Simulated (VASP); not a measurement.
MgBeS3, 10 atoms in the cell. Symmetry: P3m1, No. 156, trigonal system. The conventional cell has a = 3.746 Å, b = 3.746 Å, c = 7.459 Å, α = 90.00°, β = 90.00°, γ = 120.00°. Mg (site symmetry 3m) has 6 S at 2.51 to 2.58 Å within 3.3 Å. Be (site symmetry 3m) has 4 S at 1.98 to 2.27 Å within 2.6 Å. Within 2.6 Å of S (site symmetry 3m) lie 1 Be at 1.98 Å and 3 Mg at 2.51 Å. Within 2.8 Å of S (site symmetry 3m) lie 1 S at 2.11 Å and 3 Mg at 2.58 Å. S (site symmetry 3m) has 1 S at 2.11 Å and 3 Be at 2.27 Å within 2.8 Å. 

| Item | Value |
| --- | --- |
| Program | VASP 6.6.1 |
| Task | single point |
| Functional | PBE |
| Potentials or basis | VASP PAW PBE potentials, release 64 (Mg_sv, Be, S) |
| Cutoff | 750 eV |
| k mesh | 4 × 2 × 2 |
| Occupations | gaussian, width 0.1 eV |
| Spin | no spin polarisation |
| Dipole correction | no |
| Mended | yes |
| Further INCAR settings | ALGO = Normal; EDIFF = 1e-06; NBANDS = 41 |

Potentials or basis: VASP PAW PBE potentials, release 64 (Mg_sv, Be, S).

Launch:

```bash
$ cat potpaw_PBE.64/Mg_sv/POTCAR potpaw_PBE.64/Be/POTCAR potpaw_PBE.64/S/POTCAR > POTCAR
$ mpirun -np 1 vasp_std > vasp.out
```

Hardware: 1 thread of AMD EPYC 7R13 Processor (Zen 3), with other jobs on the host.

Q: How long does it take, and how much memory?

A: Wall time 2.5 min on 1 thread of AMD EPYC 7R13 Processor (Zen 3), with other jobs on the host, peak memory 0.43 GiB. Counts: scf iterations 15, k points 12.
